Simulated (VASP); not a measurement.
# PbSe (Cmcm) in VASP: relaxation of cell and atoms with r2SCAN

Aim: the relaxation of cell and atoms of PbSe with r2SCAN.

Program: VASP 6.6.1. These are calculated values, not measurements. Logs are shortened: lines on timing, memory, paths and dates and some standing lists are left out, and cuts for length are marked.

### 1 The cell of the first run

It takes space group Cmcm (No. 63, orthorhombic). Conventional cell: a = 4.310 Å, b = 12.268 Å, c = 4.450 Å, α = 90.00°, β = 90.00°, γ = 90.00°. Pb (site symmetry m2m) has 5 Se at 2.82 to 3.10 Å within 3.7 Å. Se (site symmetry m2m) has 5 Pb at 2.82 to 3.10 Å within 3.7 Å.

### 2 Relaxation of cell and atoms, r2SCAN, target pressure 30 GPa, at which the enthalpy is minimised

The input, POSCAR:

```
PbSe
1.0
    2.1548770000     -6.1339470000      0.0000000000
    2.1548770000      6.1339470000      0.0000000000
    0.0000000000      0.0000000000      4.4504940000
Pb Se
2 2
Direct
    0.6317610000      0.3682390000      0.7500000000
    0.3682390000      0.6317610000      0.2500000000
    0.8612900000      0.1387100000      0.7500000000
    0.1387100000      0.8612900000      0.2500000000
```

The input, INCAR.step1:

```
PREC = Accurate
ENCUT = 600
ISMEAR = 0
SIGMA = 0.01
LREAL = F
LASPH = T
NELM = 100
GGA = PE
ALGO = Normal
EDIFF = 1E-4
LWAVE = T
LCHARG = F
```

The input, INCAR.step2:

```
PREC = Accurate
ENCUT = 600
EDIFF = 1E-7
ISMEAR = 0
SIGMA = 0.01
LREAL = F
LASPH = T
NELM = 100
ALGO = Normal
ISIF = 3
LWAVE = F
LCHARG = F
METAGGA = R2SCAN
LMIXTAU = T
IBRION = 2
NSW = 50
EDIFFG = -0.01
PSTRESS = 300.0
ISTART = 1
```

The input, KPOINTS:

```
regular mesh
0
Gamma
  6 6 4
```

Potentials or basis: VASP PAW PBE potentials, release 64 (Pb_d, Se).

On the command line:

```
cat potpaw_PBE.64/Pb_d/POTCAR potpaw_PBE.64/Se/POTCAR > POTCAR
cp INCAR.step1 INCAR
mpirun -np 1 vasp_std > vasp.out
cp INCAR.step2 INCAR
mpirun -np 1 vasp_std > vasp.out
```

OUTCAR:

```text
PREC = Accurate
   ENCUT = 600
   EDIFF = 1E-7
   ISMEAR = 0
   LREAL = F
   LASPH = T
   NELM = 100
   ISIF = 3
   METAGGA = R2SCAN
   IBRION = 2
   NSW = 50
   EDIFFG = -0.01
   PSTRESS = 300.0
   ISTART = 1

 ion  position               nearest neighbor table
   1  0.632  0.368  0.750-   3 2.82   4 3.10   4 3.10   4 3.10   4 3.10   2 3.92   2 3.92
   2  0.368  0.632  0.250-   4 2.82   3 3.10   3 3.10   3 3.10   3 3.10   1 3.92   1 3.92
   3  0.861  0.139  0.750-   1 2.82   2 3.10   2 3.10   2 3.10   2 3.10
   4  0.139  0.861  0.250-   2 2.82   1 3.10   1 3.10   1 3.10   1 3.10

  LATTYP: Found a base centered orthorhombic cell.
 ALAT       =     4.3097540000
 B/A-ratio  =     2.8465415891
 C/A-ratio  =     1.0326561562

  Lattice vectors:

 A1 = (   2.1548770000,  -6.1339470000,   0.0000000000)
 A2 = (   2.1548770000,   6.1339470000,   0.0000000000)
 A3 = (   0.0000000000,   0.0000000000,   4.4504940000)

Analysis of symmetry for initial positions (statically):
=====================================================================
 Subroutine PRICEL returns:
 Original cell was already a primitive cell.

 Routine SETGRP: Setting up the symmetry group for a
 base centered orthorhombic supercell.

 Subroutine GETGRP returns: Found  8 space group operations
 (whereof  4 operations were pure point group operations)
 out of a pool of  8 trial point group operations.

The static configuration has the point symmetry C_2h.
 The point group associated with its full space group is D_2h.

Analysis of symmetry for dynamics (positions and initial velocities):
=====================================================================
 Subroutine PRICEL returns:
 Original cell was already a primitive cell.

 Routine SETGRP: Setting up the symmetry group for a
 base centered orthorhombic supercell.

 Subroutine GETGRP returns: Found  8 space group operations
 (whereof  4 operations were pure point group operations)
 out of a pool of  8 trial point group operations.

The dynamic configuration has the point symmetry C_2h.
 The point group associated with its full space group is D_2h.

 Subroutine INISYM returns: Found  8 space group operations
 (whereof  4 operations are pure point group operations),
 and found     1 'primitive' translations

----------------------------------------------------------------------------------------

                                     Primitive cell

  volume of cell :     117.6524

  direct lattice vectors                    reciprocal lattice vectors
[... 72 lines left out ...]
 [... further k-points ...]
   k-points           NKPTS =     39   k-points in BZ     NKDIM =     39   number of bands    NBANDS=     24
   number of dos      NEDOS =    301   number of ions     NIONS =      4
   total plane-waves  NPLWV = 104976
   dimension x,y,z NGX =    54 NGY =   54 NGZ =   36
   dimension x,y,z NGXF=   108 NGYF=  108 NGZF=   72
   ions per type =               2   2
   NGX,Y,Z   is equivalent  to a cutoff of  13.81, 13.81, 13.45 a.u.
   NGXF,Y,Z  is equivalent  to a cutoff of  27.62, 27.62, 26.90 a.u.
 SYSTEM =  unknown system
   PREC   = accura    normal or accurate (medium, high low for compatibility)
   ISTART =      1    job   : 0-new  1-cont  2-samecut
   ICHARG =      0    charge: 1-file 2-atom 10-const
   ISPIN  =      1    spin polarized calculation?
   LNONCOLLINEAR =      F non collinear calculations
   LSORBIT =      F    spin-orbit coupling
   LASPH  =      T    aspherical Exc in radial PAW
   ENCUT  =  600.0 eV  44.10 Ry    6.64 a.u.  12.99 12.99  8.89*2*pi/ulx,y,z
   NELM   =    100;   NELMIN=  2; NELMDL=  0     # of ELM steps
   EDIFF  = 0.1E-06   stopping-criterion for ELM
   LREAL  =      F    real-space projection
   EDIFFG = -.1E-01   stopping-criterion for IOM
   NSW    =     50    number of steps for IOM
   IBRION =      2    ionic relax: 0-MD 1-quasi-New 2-CG
   NFREE  =      1    steps in history (QN), initial steepest desc. (CG)
   ISIF   =      3    stress and relaxation
   ISYM   =      2    0-nonsym 1-usesym 2-fastsym
   POTIM  = 0.5000    time-step for ionic-motion
   TEBEG  =    0.0;   TEEND  =   0.0 temperature during run
   PSTRESS=  300.0 pullay stress
   NELECT =      40.0000    total number of electrons
   NUPDOWN=      -1.0000    fix difference up-down
   EMIN   =  10.00;   EMAX   =-10.00  energy-range for DOS
   EFERMI =   0.00;   METHOD = LEGACY
   ISMEAR =     0;   SIGMA  =   0.01  broadening in eV -4-tet -1-fermi 0-gaus
   EFERMI_NEDOS =   21; number of points for ismear=-14 and -15
   IALGO  =     38    algorithm
   IMIX   =      4    mixing-type and parameters
     AMIX     =   0.40;   BMIX     =  1.00
     AMIX_MAG =   1.60;   BMIX_MAG =  1.00
  volume/ion in A,a.u.               =      29.41       198.49
  Fermi-wavevector in a.u.,A,eV,Ry     =   1.142601  2.159203 17.762909  1.305537
  Thomas-Fermi vector in A             =   2.279298
   LORBIT       =      0    0 simple, 1 ext, 2 COOP (PROOUT), +10 PAW based schemes
   METAGGA = R2SCAN    functional components
   LHFCALC =     F    Hartree Fock is set to
   AEXX    =    0.0000 exact exchange contribution
   IVDW    =     0    specifies the selected vdW correction
   LEPSILON=     F    determine dielectric tensor
   LRPA    =     F    only Hartree local field effects (RPA)
 conjugate gradient relaxation of ions
 non-spin polarized calculation
 Gauss-broadening in eV      SIGMA  =   0.01
  energy-cutoff  :      600.00
  volume of cell :      117.65
 maximum number of plane-waves:      3958
 NGX is ok and might be reduce to    54
   NGX = 25   NGY = 25   NGZ = 17

--------------------------------------- Ionic step        1  -------------------------------------------

 number of electron      39.9999996 magnetization

 Free energy of the ion-electron system (eV)
  ---------------------------------------------------
  ext. energy  EPLUGINS =         0.00000000
  ---------------------------------------------------
  free energy    TOTEN  =      -143.73205372 eV

  energy without entropy =     -143.73205372  energy(sigma->0) =     -143.73205372

 E-fermi :   4.0734     XC(G=0):  -9.9341

 val. band max:        4.0286375650   @ k =   0.0000   0.0000   0.5000
 cond. band min:       5.4671347724   @ k =   0.5000   0.5000   0.0000
 fundamental gap:      1.4384972074
 Fermi energy:         4.0734053130
[... 1420 lines left out ...]
  energy  without entropy=     -142.3303007414  energy(sigma->0) =     -142.33030074

  enthalpy is  TOTEN    =      -125.1752920397 eV   P V=       17.1550087017

[... ionic steps 4 to 19 ...]

--------------------------------------- Ionic step       20  -------------------------------------------

 number of electron      40.0000003 magnetization

------------------------ aborting loop because EDIFF is reached ----------------------------------------
[... 75 lines left out ...]
--------------------------------------- Ionic step       22  -------------------------------------------

 number of electron      40.0000003 magnetization

 Free energy of the ion-electron system (eV)
  ---------------------------------------------------
  ext. energy  EPLUGINS =         0.00000000
  ---------------------------------------------------
  free energy    TOTEN  =      -141.54156018 eV

  energy without entropy =     -141.54156018  energy(sigma->0) =     -141.54156018

 E-fermi :   8.7812     XC(G=0): -11.7978

 val. band max:        8.7308048572   @ k =   0.0000   0.0000   0.5000
 cond. band min:       9.1602919483   @ k =   0.3333   0.1667   0.0000
 fundamental gap:      0.4294870910
 Fermi energy:         8.7811629904
[... 683 lines left out ...]
  energy  without entropy=     -141.5415601819  energy(sigma->0) =     -141.54156018

  enthalpy is  TOTEN    =      -125.9061169860 eV   P V=       15.6354431959

 reached required accuracy - stopping structural energy minimisation
```

OUTCAR.step1:

```text
PREC = Accurate
   ENCUT = 600
   ISMEAR = 0
   LREAL = F
[... 881 lines left out ...]
      2.15488     -1.61643      3.33787         0.000000      0.076653      0.000000
      2.15488      1.61643      1.11262         0.000000     -0.076653     -0.000000
      2.15488     -4.43227      3.33787         0.000000     -0.123808      0.000000
      2.15488      4.43227      1.11262         0.000000      0.123808     -0.000000
 -----------------------------------------------------------------------------------
    total drift:                               -0.000000     -0.000000      0.000000

  FREE ENERGIE OF THE ION-ELECTRON SYSTEM (eV)
  ---------------------------------------------------
  free  energy   TOTEN  =       -16.1989286230 eV

  energy  without entropy=      -16.1989286230  energy(sigma->0) =      -16.19892862
```

It took 1.8 h on 1 thread of Intel Xeon 6975P-C (Granite Rapids), shared host; peak memory 0.45 GiB.

What came out:

```
Free energy                                                : -141.5416 eV
Relaxed volume                                             : 20.88 Å³/atom
Relaxed cell                                               : a = 5.607 Å, b = 5.607 Å, c = 4.114 Å, α = 90.00°, β = 90.00°, γ = 139.79°
Space group after relaxing (to 0.1 Å)                      : Cmcm (No. 63)
Energy change on relaxing (the run minimises the enthalpy) : +547.6 meV/atom
Ionic steps                                                : 22
Pressure after relaxing                                    : 30.0 GPa
Largest force after relaxing                               : 0.010 eV/Å
Band gap on the k mesh                                     : 0.43 eV (least direct gap 1.05 eV)
```

Forces on the atoms (eV/Å):
```
Pb   0.000 -0.001  0.000
Pb   0.000  0.001  0.000
Se   0.000  0.010  0.000
Se   0.000 -0.010  0.000
```

The path:
| step | energy change (eV) | largest force (eV/Å) | pressure (GPa) | volume (Å³) |
| --- | --- | --- | --- | --- |
| 1 | 0.0000 | 0.0270 | -0.03 | 117.65 |
| 2 | 34.1756 | 15.6420 | 358.07 | 46.53 |
| 3 | 1.4018 | 1.7919 | 21.65 | 91.62 |
| 4 | 1.7889 | 2.0730 | 25.76 | 89.00 |
| 5 | 2.2134 | 2.3580 | 30.11 | 86.56 |
| 6 | 2.2958 | 0.7225 | 31.37 | 83.69 |
| 7 | 2.4764 | 0.2991 | 32.75 | 82.54 |
| 8 | 1.9767 | 0.4579 | 26.53 | 85.10 |
| 9 | 2.1287 | 0.2966 | 29.03 | 83.91 |
| 10 | 2.3694 | 0.1232 | 31.87 | 82.61 |
| 11 | 2.2527 | 0.1253 | 30.52 | 83.21 |
| 12 | 2.1730 | 0.0594 | 29.78 | 83.62 |
| 13 | 2.1686 | 0.0645 | 29.75 | 83.64 |
| 14 | 2.1767 | 0.0853 | 29.91 | 83.59 |
| 15 | 2.1829 | 0.0985 | 30.01 | 83.55 |
| 16 | 2.1832 | 0.0682 | 30.00 | 83.55 |
| 17 | 2.1843 | 0.0366 | 29.98 | 83.54 |
| 18 | 2.1886 | 0.0269 | 29.96 | 83.51 |
| 19 | 2.1859 | 0.0075 | 29.97 | 83.53 |
| 20 | 2.1955 | 0.0103 | 30.07 | 83.48 |
| 21 | 2.1925 | 0.0088 | 30.04 | 83.49 |
| 22 | 2.1905 | 0.0099 | 30.02 | 83.50 |

Final structure:
```
Pb Se
1.0
     1.92728   -5.26524    0.00000
     1.92728    5.26524    0.00000
     0.00000    0.00000    4.11441
Pb Se
2 2
Cartesian
  1.9273 -1.2186 3.0858
  1.9273 1.2186 1.0286
  1.9273 -3.8833 3.0858
  1.9273 3.8833 1.0286
```

Caveat: the cell is relaxed towards a set pressure, so the run minimises the enthalpy, not the energy; the volume moved by over 15 % at a fixed basis, so the end points are rough; the PAW data sets were made with another functional, which shifts forces and pressure a little; spin-orbit coupling is left out, which moves the levels of the heavy elements.
